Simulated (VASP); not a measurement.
# Nb (Pm-3n) in VASP: single point with PBE

Aim: the single point of Nb with PBE.

Everything below comes from runs of VASP 6.6.1. Logs are shortened: lines on timing, memory, paths and dates and some standing lists are left out, and cuts for length are marked.

### 1 The cell of the first run

It takes space group Pm-3n (No. 223, cubic). Conventional cell: a = 5.290 Å, b = 5.290 Å, c = 5.290 Å, α = 90.00°, β = 90.00°, γ = 90.00°. Nb (site symmetry m-3) has 12 Nb at 2.96 Å within 3.9 Å. Nb (site symmetry -4m2) has 14 Nb at 2.65 to 3.24 Å within 3.5 Å.

### 2 Single point, PBE

File INCAR:

```
SYSTEM = Nb
  ALGO = Fast
  EDIFF = 1E-7
  ENCUT = 520
  GGA = PE
  ISIF = 2
  ISMEAR = 0
  LASPH = .True.
  LCHARG = .False.
  LREAL = .False.
  LWAVE = .False.
  NBANDS = 62
  NELM = 60
  PREC = Accurate
  SIGMA = 0.1
```

File KPOINTS:

```
k-points
0
Gamma
  4 4 4
  0 0 0
```

File POSCAR:

```
Nb
1.0
    5.2900020448      0.0000000000      0.0000000000
    0.0000000000      5.2900020448      0.0000000000
    0.0000000000      0.0000000000      5.2900020448
Nb
8
Direct
    0.5000000000      0.5000000000      0.5000000000
    0.0000000000      0.0000000000      0.0000000000
    0.2500000000      0.0000000000      0.5000000000
    0.5000000000      0.2500000000      0.0000000000
    0.5000000000      0.7500000000      0.0000000000
    0.7500000000      0.0000000000      0.5000000000
    0.0000000000      0.5000000000      0.7500000000
    0.0000000000      0.5000000000      0.2500000000
```

Potentials or basis: VASP PAW PBE potentials, release 64 (Nb_sv).

Started as:

```
cat potpaw_PBE.64/Nb_sv/POTCAR > POTCAR
mpirun -np 1 vasp_std > vasp.out
```

OUTCAR:

```text
SYSTEM = Nb
   EDIFF = 1E-7
   ENCUT = 520
   GGA = PE
   ISIF = 2
   ISMEAR = 0
   LASPH = .True.
   LREAL = .False.
   NELM = 60
   PREC = Accurate

 ion  position               nearest neighbor table
   1  0.500  0.500  0.500-   3 2.96   4 2.96   5 2.96   6 2.96   7 2.96   8 2.96   4 2.96   5 2.96
                             3 2.96   6 2.96   7 2.96   8 2.96
   2  0.000  0.000  0.000-   3 2.96   4 2.96   5 2.96   6 2.96   7 2.96   8 2.96   3 2.96   6 2.96
                             7 2.96   8 2.96   4 2.96   5 2.96
   3  0.250  0.000  0.500-   6 2.65   6 2.65   1 2.96   2 2.96   1 2.96   2 2.96
   4  0.500  0.250  0.000-   5 2.65   5 2.65   1 2.96   1 2.96   2 2.96   2 2.96
   5  0.500  0.750  0.000-   4 2.65   4 2.65   1 2.96   1 2.96   2 2.96   2 2.96
   6  0.750  0.000  0.500-   3 2.65   3 2.65   1 2.96   2 2.96   1 2.96   2 2.96
   7  0.000  0.500  0.750-   8 2.65   8 2.65   1 2.96   2 2.96   2 2.96   1 2.96
   8  0.000  0.500  0.250-   7 2.65   7 2.65   1 2.96   2 2.96   2 2.96   1 2.96

  LATTYP: Found a simple cubic cell.
 ALAT       =     5.2900020448

  Lattice vectors:

 A1 = (   5.2900020448,   0.0000000000,   0.0000000000)
 A2 = (   0.0000000000,   5.2900020448,   0.0000000000)
 A3 = (   0.0000000000,   0.0000000000,   5.2900020448)

Analysis of symmetry for initial positions (statically):
=====================================================================
 Subroutine PRICEL returns:
 Original cell was already a primitive cell.

 Routine SETGRP: Setting up the symmetry group for a
 simple cubic supercell.

 Subroutine GETGRP returns: Found 48 space group operations
 (whereof 24 operations were pure point group operations)
 out of a pool of 48 trial point group operations.

The static configuration has the point symmetry T_h .
 The point group associated with its full space group is O_h .

Analysis of symmetry for dynamics (positions and initial velocities):
=====================================================================
 Subroutine PRICEL returns:
 Original cell was already a primitive cell.

 Routine SETGRP: Setting up the symmetry group for a
 simple cubic supercell.

 Subroutine GETGRP returns: Found 48 space group operations
 (whereof 24 operations were pure point group operations)
 out of a pool of 48 trial point group operations.

The dynamic configuration has the point symmetry T_h .
 The point group associated with its full space group is O_h .

 Subroutine INISYM returns: Found 48 space group operations
 (whereof 24 operations are pure point group operations),
 and found     1 'primitive' translations

----------------------------------------------------------------------------------------

                                     Primitive cell

  volume of cell :     148.0361

  direct lattice vectors                    reciprocal lattice vectors
     5.290002045  0.000000000  0.000000000     0.189035844  0.000000000  0.000000000
     0.000000000  5.290002045  0.000000000     0.000000000  0.189035844  0.000000000
     0.000000000  0.000000000  5.290002045     0.000000000  0.000000000  0.189035844

  length of vectors
     5.290002045  5.290002045  5.290002045     0.189035844  0.189035844  0.189035844

  position of ions in fractional coordinates (direct lattice)
     0.500000000  0.500000000  0.500000000
     0.000000000  0.000000000  0.000000000
     0.250000000  0.000000000  0.500000000
     0.500000000  0.250000000  0.000000000
     0.500000000  0.750000000  0.000000000
     0.750000000  0.000000000  0.500000000
     0.000000000  0.500000000  0.750000000
     0.000000000  0.500000000  0.250000000

  ion indices of the primitive-cell ions
   primitive index   ion index
                 1           1
                 2           2
                 3           3
                 4           4
                 5           5
                 6           6
                 7           7
                 8           8

----------------------------------------------------------------------------------------

 KPOINTS: k-points

Automatic generation of k-mesh.
 Grid dimensions read from file:
 generate k-points for:    4    4    4

 Generating k-lattice:

  Cartesian coordinates                     Fractional coordinates (reciprocal lattice)
     0.047258961  0.000000000  0.000000000     0.250000000  0.000000000  0.000000000
     0.000000000  0.047258961  0.000000000     0.000000000  0.250000000  0.000000000
     0.000000000  0.000000000  0.047258961     0.000000000  0.000000000  0.250000000

  Length of vectors
     0.047258961  0.047258961  0.047258961

  Shift w.r.t. Gamma in fractional coordinates (k-lattice)
     0.000000000  0.000000000  0.000000000

 Subroutine IBZKPT returns following result:
 ===========================================

 Found     10 irreducible k-points:

 Following reciprocal coordinates:
            Coordinates               Weight
  0.000000  0.000000  0.000000      1.000000
  0.250000  0.000000  0.000000      6.000000
  0.500000  0.000000  0.000000      3.000000
  0.250000  0.250000  0.000000     12.000000
  0.500000  0.250000  0.000000     12.000000
  0.500000  0.500000  0.000000      3.000000
  0.250000  0.250000  0.250000      8.000000
  0.500000  0.250000  0.250000     12.000000
  0.500000  0.500000  0.250000      6.000000
  0.500000  0.500000  0.500000      1.000000
   k-points           NKPTS =     10   k-points in BZ     NKDIM =     10   number of bands    NBANDS=     62
   number of dos      NEDOS =    301   number of ions     NIONS =      8
   total plane-waves  NPLWV =  64000
   dimension x,y,z NGX =    40 NGY =   40 NGZ =   40
   dimension x,y,z NGXF=    80 NGYF=   80 NGZF=   80
   ions per type =               8
   NGX,Y,Z   is equivalent  to a cutoff of  12.57, 12.57, 12.57 a.u.
   NGXF,Y,Z  is equivalent  to a cutoff of  25.14, 25.14, 25.14 a.u.
 SYSTEM =  Nb
   PREC   = accura    normal or accurate (medium, high low for compatibility)
   ISTART =      0    job   : 0-new  1-cont  2-samecut
   ICHARG =      2    charge: 1-file 2-atom 10-const
   ISPIN  =      1    spin polarized calculation?
   LNONCOLLINEAR =      F non collinear calculations
   LSORBIT =      F    spin-orbit coupling
   LASPH  =      T    aspherical Exc in radial PAW
   ENCUT  =  520.0 eV  38.22 Ry    6.18 a.u.   9.84  9.84  9.84*2*pi/ulx,y,z
   NELM   =     60;   NELMIN=  2; NELMDL= -5     # of ELM steps
   EDIFF  = 0.1E-06   stopping-criterion for ELM
   LREAL  =      F    real-space projection
   EDIFFG = 0.1E-05   stopping-criterion for IOM
   NSW    =      0    number of steps for IOM
   IBRION =     -1    ionic relax: 0-MD 1-quasi-New 2-CG
   NFREE  =      0    steps in history (QN), initial steepest desc. (CG)
   ISIF   =      2    stress and relaxation
   ISYM   =      2    0-nonsym 1-usesym 2-fastsym
   POTIM  = 0.5000    time-step for ionic-motion
   TEBEG  =    0.0;   TEEND  =   0.0 temperature during run
   PSTRESS=    0.0 pullay stress
   NELECT =     104.0000    total number of electrons
   NUPDOWN=      -1.0000    fix difference up-down
   EMIN   =  10.00;   EMAX   =-10.00  energy-range for DOS
   EFERMI =   0.00;   METHOD = LEGACY
   ISMEAR =     0;   SIGMA  =   0.10  broadening in eV -4-tet -1-fermi 0-gaus
   EFERMI_NEDOS =   21; number of points for ismear=-14 and -15
   IALGO  =     68    algorithm
   IMIX   =      4    mixing-type and parameters
     AMIX     =   0.40;   BMIX     =  1.00
     AMIX_MAG =   1.60;   BMIX_MAG =  1.00
  volume/ion in A,a.u.               =      18.50       124.87
  Fermi-wavevector in a.u.,A,eV,Ry     =   1.455337  2.750187 28.817200  2.118004
  Thomas-Fermi vector in A             =   2.572383
   LORBIT       =      0    0 simple, 1 ext, 2 COOP (PROOUT), +10 PAW based schemes
   GGA     = PE    functional components
   LHFCALC =     F    Hartree Fock is set to
   AEXX    =    0.0000 exact exchange contribution
   IVDW    =     0    specifies the selected vdW correction
   LEPSILON=     F    determine dielectric tensor
   LRPA    =     F    only Hartree local field effects (RPA)
 non-spin polarized calculation
 RMM-DIIS sequential band-by-band and
 Gauss-broadening in eV      SIGMA  =   0.10
  energy-cutoff  :      520.00
  volume of cell :      148.04
 maximum number of plane-waves:      4013
 NGX is ok and might be reduce to    40
   NGX = 19   NGY = 19   NGZ = 19

 number of electron     104.0000018 magnetization

 Free energy of the ion-electron system (eV)
  ---------------------------------------------------
  ext. energy  EPLUGINS =         0.00000000
  ---------------------------------------------------
  free energy    TOTEN  =       -80.80573481 eV

  energy without entropy =      -80.72602985  energy(sigma->0) =      -80.76588233

 E-fermi :  10.8924     XC(G=0): -12.3555

 val. band max:       10.8587023594   @ k =   0.2500   0.2500   0.0000
 cond. band min:      10.9213397323   @ k =   0.2500   0.2500   0.2500
 fundamental gap:      0.0626373728
 Fermi energy:        10.8924333091

 k-point     1 :       0.0000    0.0000    0.0000
  band No.  band energies     occupation
      1     -43.6766      2.00000
      2     -43.5534      2.00000
      3     -43.5534      2.00000
      4     -43.3915      2.00000
      5     -43.3379      2.00000
      6     -43.3341      2.00000
[... 54 lines left out ...]
     61      13.3878      0.00000
     62      13.4462      0.00000

 k-point     2 :       0.2500    0.0000    0.0000
  band No.  band energies     occupation
      1     -43.6515      2.00000
      2     -43.5630      2.00000
      3     -43.5297      2.00000
      4     -43.4081      2.00000
      5     -43.3514      2.00000
      6     -43.3456      2.00000
[... 54 lines left out ...]
     61      13.2816      0.00000
     62      13.9525      0.00000

 k-point     3 :       0.5000    0.0000    0.0000
  band No.  band energies     occupation
      1     -43.5994      2.00000
      2     -43.5994      2.00000
      3     -43.4679      2.00000
      4     -43.4679      2.00000
      5     -43.3585      2.00000
      6     -43.3585      2.00000
[... 54 lines left out ...]
     61      12.9072      0.00000
     62      12.9238      0.00000

 k-point     4 :       0.2500    0.2500    0.0000
  band No.  band energies     occupation
      1     -43.6273      2.00000
      2     -43.5513      2.00000
      3     -43.5244      2.00000
      4     -43.4126      2.00000
      5     -43.3753      2.00000
      6     -43.3511      2.00000
[... 54 lines left out ...]
     61      13.0932      0.00000
     62      13.3096      0.00000

 k-point     5 :       0.5000    0.2500    0.0000
  band No.  band energies     occupation
      1     -43.5894      2.00000
      2     -43.5651      2.00000
      3     -43.4754      2.00000
      4     -43.4578      2.00000
      5     -43.3906      2.00000
      6     -43.3613      2.00000
[... 54 lines left out ...]
     61      13.5235      0.00000
     62      13.7400      0.00000

 k-point     6 :       0.5000    0.5000    0.0000
  band No.  band energies     occupation
      1     -43.5775      2.00000
      2     -43.4850      2.00000
      3     -43.4850      2.00000
      4     -43.4818      2.00000
      5     -43.4332      2.00000
      6     -43.3639      2.00000
[... 54 lines left out ...]
     61      13.0028      0.00000
     62      13.9336      0.00000

 k-point     7 :       0.2500    0.2500    0.2500
  band No.  band energies     occupation
      1     -43.6020      2.00000
      2     -43.5288      2.00000
      3     -43.5288      2.00000
      4     -43.4150      2.00000
      5     -43.3724      2.00000
      6     -43.3724      2.00000
[... 54 lines left out ...]
     61      13.3878      0.00000
     62      13.6847      0.00000

 k-point     8 :       0.5000    0.2500    0.2500
  band No.  band energies     occupation
      1     -43.5551      2.00000
      2     -43.5551      2.00000
      3     -43.4642      2.00000
      4     -43.4642      2.00000
      5     -43.3866      2.00000
      6     -43.3866      2.00000
[... 54 lines left out ...]
     61      13.2820      0.00000
     62      13.7107      0.00000

 k-point     9 :       0.5000    0.5000    0.2500
  band No.  band energies     occupation
      1     -43.5427      2.00000
      2     -43.4747      2.00000
      3     -43.4733      2.00000
      4     -43.4733      2.00000
      5     -43.4403      2.00000
      6     -43.3759      2.00000
[... 54 lines left out ...]
     61      13.3936      0.00000
     62      13.6398      0.00000

 k-point    10 :       0.5000    0.5000    0.5000
  band No.  band energies     occupation
      1     -43.4575      2.00000
      2     -43.4575      2.00000
      3     -43.4575      2.00000
      4     -43.4575      2.00000
      5     -43.4575      2.00000
      6     -43.4575      2.00000
[... 54 lines left out ...]
     61      13.0742      0.00000
     62      13.0749      0.00000

------------------------ aborting loop because EDIFF is reached ----------------------------------------

  FORCE on cell =-STRESS in cart. coord.  units (eV):
  Direction    XX          YY          ZZ          XY          YZ          ZX
  --------------------------------------------------------------------------------------
  -------------------------------------------------------------------------------------
  Total        0.4581686      0.4581686      0.4581686      0.0000000      0.0000000     -0.0000000
  in kB        4.9587061      4.9587061      4.9587061      0.0000000      0.0000000     -0.0000000
  external PRESSURE =       4.9587061 kB  Pullay stress =       0.0000000 kB

 VOLUME and BASIS-vectors are now :
 -----------------------------------------------------------------------------
  energy-cutoff  :      520.00
  volume of cell :      148.04
      direct lattice vectors                 reciprocal lattice vectors
     5.290002045  0.000000000  0.000000000     0.189035844  0.000000000  0.000000000
     0.000000000  5.290002045  0.000000000     0.000000000  0.189035844  0.000000000
     0.000000000  0.000000000  5.290002045     0.000000000  0.000000000  0.189035844

 POSITION                                       TOTAL-FORCE (eV/Angst)
 -----------------------------------------------------------------------------------
      2.64500      2.64500      2.64500        -0.000000     -0.000000     -0.000000
      0.00000      0.00000      0.00000        -0.000000     -0.000000     -0.000000
      1.32250      0.00000      2.64500        -0.000000      0.000000      0.000000
      2.64500      1.32250      0.00000        -0.000000     -0.000000     -0.000000
      2.64500      3.96750      0.00000         0.000000     -0.000000      0.000000
      3.96750      0.00000      2.64500         0.000000      0.000000     -0.000000
      0.00000      2.64500      3.96750         0.000000     -0.000000      0.000000
      0.00000      2.64500      1.32250        -0.000000      0.000000     -0.000000
 -----------------------------------------------------------------------------------
    total drift:                                0.000000     -0.000000      0.000000

  FREE ENERGIE OF THE ION-ELECTRON SYSTEM (eV)
  ---------------------------------------------------
  free  energy   TOTEN  =       -80.8057348091 eV

  energy  without entropy=      -80.7260298525  energy(sigma->0) =      -80.76588233
```

It took 2.9 min on 1 thread of Intel Xeon 6975P-C (Granite Rapids), shared host; peak memory 0.27 GiB.

Results:

* Free energy: -80.8057 eV
* Pressure: 0.5 GPa
* Band gap on the k mesh: zero (band 52 reaches 11.00 eV, above the bottom of band 53 at 10.72 eV)

Levels at points of the mesh, in eV from the Fermi level:
| k point | band 49 | band 50 | band 51 | band 52 | band 53 | band 54 | band 55 | band 56 |
| --- | --- | --- | --- | --- | --- | --- | --- | --- |
| (0.00, 0.00, 0.00) | -0.66 | -0.29 | -0.29 | -0.29 | -0.17 | -0.17 | 0.60 | 0.60 |
| (0.50, 0.00, 0.00) | -0.06 | -0.06 | 0.09 | 0.09 | 0.16 | 0.16 | 0.35 | 0.35 |
| (0.50, 0.50, 0.00) | -0.42 | -0.39 | -0.28 | -0.28 | -0.05 | 0.30 | 0.30 | 1.31 |
| (0.50, 0.50, 0.50) | -0.92 | -0.92 | 0.11 | 0.11 | 0.11 | 0.11 | 0.11 | 0.11 |
